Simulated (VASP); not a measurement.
# SiO2: single point with PBE

Crystal: SiO2.

```xyz
12
Lattice="4.1147 0.0000 0.0000 0.0000 5.0816 0.0000 0.0000 0.0000 4.5262" Properties=species:S:1:pos:R:3 pbc="T T T"
Si    2.0574    1.7688    3.3946
Si    0.0000    0.7720    1.1315
Si    2.0574    3.3128    1.1315
Si    0.0000    4.3096    3.3946
O     1.1072    3.1384    2.6247
O     3.1645    4.4839    1.9015
O     0.9502    4.4839    0.3616
O     3.0075    3.1384    4.1646
O     1.1072    1.9432    0.3616
O     3.1645    0.5976    4.1646
O     0.9502    0.5976    2.6247
O     3.0075    1.9432    1.9015
```

| Quantity | Value |
| --- | --- |
| Program | VASP 6.6.1 |
| Task | single point |
| Functional | PBE |
| Potentials or basis | VASP PAW PBE potentials, release 64 (Si, O) |
| Cutoff | 520 eV |
| k mesh | 6 × 6 × 6 |
| Occupations | gaussian, width 0.02 eV |
| Spin | no spin polarisation |
| Dipole correction | no |
| Further INCAR settings | ALGO = Normal; EDIFF = 1e-06; NBANDS = 44 |

| Quantity | Value |
| --- | --- |
| Pressure | 0.1 GPa |
| Largest force | 0.028 eV/Å |
| Band gap on the k mesh | 5.26 eV |

Forces on the atoms (eV/Å):
```
Si   0.000 -0.028  0.000
Si   0.000  0.028  0.000
Si   0.000  0.028  0.000
Si   0.000 -0.028  0.000
O   -0.003  0.005  0.009
O   -0.003 -0.005 -0.009
O    0.003 -0.005  0.009
O    0.003  0.005 -0.009
O   -0.003 -0.005  0.009
O   -0.003  0.005 -0.009
O    0.003  0.005  0.009
O    0.003 -0.005 -0.009
```

Stress tensor (GPa, compression positive):
```
-0.05  0.00  0.00
 0.00  0.05  0.00
 0.00  0.00  0.28
```

Levels at points of the mesh, in eV from the valence-band top:
| k point | band 29 | band 30 | band 31 | band 32 | band 33 | band 34 | band 35 | band 36 |
| --- | --- | --- | --- | --- | --- | --- | --- | --- |
| (0.00, 0.00, 0.00) | -0.79 | -0.36 | -0.34 | 0.00 | 5.26 | 7.53 | 8.64 | 8.65 |
| (0.50, 0.00, 0.00) | -0.50 | -0.50 | -0.36 | -0.36 | 7.51 | 7.51 | 7.86 | 7.86 |
| (0.00, 0.50, 0.00) | -1.65 | -1.65 | -0.23 | -0.23 | 7.20 | 7.20 | 9.60 | 9.60 |
| (0.50, 0.50, 0.00) | -1.15 | -1.15 | -0.45 | -0.45 | 7.83 | 7.83 | 9.02 | 9.02 |
| (0.00, 0.00, 0.50) | -0.73 | -0.73 | -0.45 | -0.45 | 7.74 | 7.74 | 7.77 | 7.77 |
| (0.50, 0.00, 0.50) | -0.74 | -0.74 | -0.74 | -0.74 | 7.39 | 7.39 | 7.39 | 7.39 |
| (0.00, 0.50, 0.50) | -0.74 | -0.74 | -0.74 | -0.74 | 8.55 | 8.55 | 8.55 | 8.55 |
| (0.50, 0.50, 0.50) | -0.96 | -0.96 | -0.96 | -0.96 | 7.96 | 7.96 | 7.96 | 7.96 |

Run time: 5.4 min on 1 thread of Intel Xeon 8259CL (shared host), peak memory 0.32 GiB.

A k mesh can miss the band edges.
